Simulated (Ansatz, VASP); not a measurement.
## GaP: VASP beside Ansatz

INCAR

```
ALGO = Normal ; EDIFF = 1E-6
ENCUT = 520 ; GGA = PE
ISIF = 2 ; ISMEAR = 0
LASPH = True ; LCHARG = False
LREAL = False ; LWAVE = False
NBANDS = 16 ; NELM = 80
PREC = Accurate ; SIGMA = 0.05
```

The input KPOINTS:

```
k-points
0
Gamma
  10 10 10
```

Contents of POSCAR:

```
GaP
1.0
    0.0000000000      2.7081332913      2.8435399558
    2.7081332913      0.0000000000      2.8435399558
    2.7081332913      2.7081332913      0.0000000000
Ga P
1 1
Direct
    0.0000000000      0.0000000000      0.0000000000
    0.7500000000      0.7500000000      0.7500000000
```

Input for Ansatz:

```yaml
crystal:
  lattice:
    - [0.0, 2.7081332913, 2.8435399558]
    - [2.7081332913, 0.0, 2.8435399558]
    - [2.7081332913, 2.7081332913, 0.0]
  atoms:
    - { symbol: Ga, position: [0.0, 0.0, 0.0] }
    - { symbol: P, position: [0.75, 0.75, 0.75] }
basis:
  ecutwfc: 420
kpoints:
  mp_grid: { grid: [10, 10, 10] }
hamiltonian:
  xc: pbe
scf:
  occupations: { method: gaussian, width: 0.05 }
output:
  forces: true
  stress: true
  eigenvalues: true
  write_density: true
  write_potential: true
  elf: true
  volumetric_format: npy
```

Alike in both runs: task single point; functional PBE; k mesh 10 × 10 × 10; occupations gaussian, width 0.05 eV; no spin polarisation.

|  | VASP | Ansatz |
| --- | --- | --- |
| version | VASP 6.6.1 | Ansatz 0.2.0 |
| potentials or method | VASP PAW PBE potentials, release 64 (Ga_d, P), cutoff 520 eV | scalar-relativistic, plane waves, PAW |
| valence electrons in the cell | 18 | 18 |

```csv
,VASP,Ansatz,Ansatz less VASP
gap on the k mesh at the Fermi level (eV),1.42,1.42,+0.001
least direct gap on the mesh (eV),1.46,1.47,+0.003
pressure (GPa),-0.1,0.0,+0.07
"traceless stress, the component that is largest in VASP (GPa)",-2.58,-2.57,+0.003
```

The functional is the same, so the differences come from potentials, cutoffs and numerics.
